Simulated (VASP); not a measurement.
## Al2Pt: relaxation of cell and atoms with PBE

Crystal: Al2Pt.

```
Pt Al
1.0
     0.00000    2.95500    2.95500
     2.95500    0.00000    2.95500
     2.95500    2.95500    0.00000
Pt Al
1 2
Cartesian
  0.0000 0.0000 0.0000
  4.4325 4.4325 4.4325
  1.4775 1.4775 1.4775
```

```json
{
 "Program": "VASP 6.6.1",
 "Task": "relaxation of cell and atoms",
 "Functional": "PBE",
 "Potentials or basis": "VASP PAW PBE potentials, release 64 (Pt, Al)",
 "Cutoff": "600 eV",
 "k mesh": "8 × 8 × 8",
 "Occupations": "fermi-dirac, width 0.05 eV",
 "Spin": "no spin polarisation",
 "Target pressure": "20 GPa",
 "Dipole correction": "no",
 "Further INCAR settings": "ALGO = Normal; EDIFF = 1e-07; IBRION = 2; EDIFFG = -0.01; NSW = 60; ISIF = 3"
}
```

The relaxed volume is 15.55 Å³/atom. The relaxed cell is a = 4.041 Å, b = 4.041 Å, c = 4.041 Å, α = 60.00°, β = 60.00°, γ = 60.00° and the space group after relaxing (to 0.05 Å) is Fm-3m (No. 225). The energy change on relaxing (the enthalpy is what falls) is +107.5 meV/atom and the ionic steps are 7. The pressure after relaxing is 20.0 GPa and the band gap on the k mesh is zero (band 8 reaches 13.05 eV, above the bottom of band 9 at 7.35 eV).

The path:
| step | energy change (eV) | largest force (eV/Å) | pressure (GPa) | volume (Å³) |
| --- | --- | --- | --- | --- |
| 1 | 0.0000 | 0.0000 | 2.35 | 51.61 |
| 2 | 2.5229 | 0.0000 | 76.86 | 38.71 |
| 3 | 0.2883 | 0.0000 | 18.74 | 46.93 |
| 4 | 0.3158 | 0.0000 | 19.76 | 46.70 |
| 5 | 0.3276 | 0.0000 | 20.19 | 46.60 |
| 6 | 0.3139 | 0.0000 | 19.69 | 46.72 |
| 7 | 0.3226 | 0.0000 | 20.01 | 46.64 |

Final structure:
```
CELL_PARAMETERS angstrom
0.00000 2.85709 2.85709
2.85709 0.00000 2.85709
2.85709 2.85709 0.00000
ATOMIC_POSITIONS crystal
Pt 0.00000 0.00000 0.00000
Al 0.75000 0.75000 0.75000
Al 0.25000 0.25000 0.25000
```

Levels at points of the mesh, in eV from the Fermi level:
```csv
k point,band 5,band 6,band 7,band 8,band 9,band 10,band 11,band 12
"(0.00, 0.00, 0.00)",-4.13,-4.13,3.76,3.90,3.90,3.90,6.02,6.73
"(0.50, 0.00, 0.00)",-4.03,-3.86,-3.86,1.03,1.03,3.97,5.61,5.61
"(0.50, 0.50, 0.00)",-4.17,-3.73,-3.53,-1.79,-1.79,3.55,3.89,8.11
```

Run time: 5.3 min on 1 thread of AMD EPYC 7R13, with other jobs on the host, peak memory 0.19 GiB.

Caveat: the cell is relaxed towards a set pressure, so the enthalpy falls and the energy may rise; spin-orbit coupling is left out, which moves the levels of the heavy elements.
